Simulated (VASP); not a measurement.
Write the native input for VASP 6.6.1 that does the following.

```yaml
Task: single point
Functional: PBE
Potentials_or_basis: VASP PAW PBE potentials, release 64 (Ba_sv, Si)
Cutoff: 520 eV
k_mesh: 6 × 6 × 6
Occupations: gaussian, width 0.05 eV
Spin: no spin polarisation
Dipole_correction: no
Further_INCAR_settings: ALGO = Normal; EDIFF = 1e-06; NBANDS = 25
```

The structure of Ba3Si lies in POSCAR:

```
Ba3Si
1.0
    5.2827944499      0.0000000000      0.0000000000
    0.0000000000      5.2827944499      0.0000000000
    0.0000000000      0.0000000000      5.2827944499
Ba Si
3 1
Direct
    0.0000000000      0.5000000000      0.5000000000
    0.5000000000      0.5000000000      0.0000000000
    0.5000000000      0.0000000000      0.5000000000
    0.0000000000      0.0000000000      0.0000000000
```

This cell differs from its parent crystal: volume scaled by 0.945.

These files were run (other wordings do the same):

INCAR

```
ALGO = Normal
EDIFF = 1E-6
ENCUT = 520
GGA = PE
ISIF = 2
ISMEAR = 0
LASPH = True
LCHARG = False
LREAL = False
LWAVE = False
NBANDS = 25
NELM = 60
PREC = Accurate
SIGMA = 0.05
```

KPOINTS

```
k-points
0
Gamma
  6 6 6
```

Potentials or basis: VASP PAW PBE potentials, release 64 (Ba_sv, Si).

Launch:

```sh
$ cat potpaw_PBE.64/Ba_sv/POTCAR potpaw_PBE.64/Si/POTCAR > POTCAR
$ mpirun -np 1 vasp_std > vasp.out
```

Results of the run:

```
Pressure               : 1.7 GPa
Band gap on the k mesh : zero (band 17 reaches 4.19 eV, above the bottom of band 18 at 3.23 eV)
```

Caveat: spin-orbit coupling is left out, which moves the levels of the heavy elements.

Wall time 39 s on 1 thread of Intel(R) Xeon(R) 6975P-C (Granite Rapids), with other jobs on the host, peak memory 0.26 GiB.
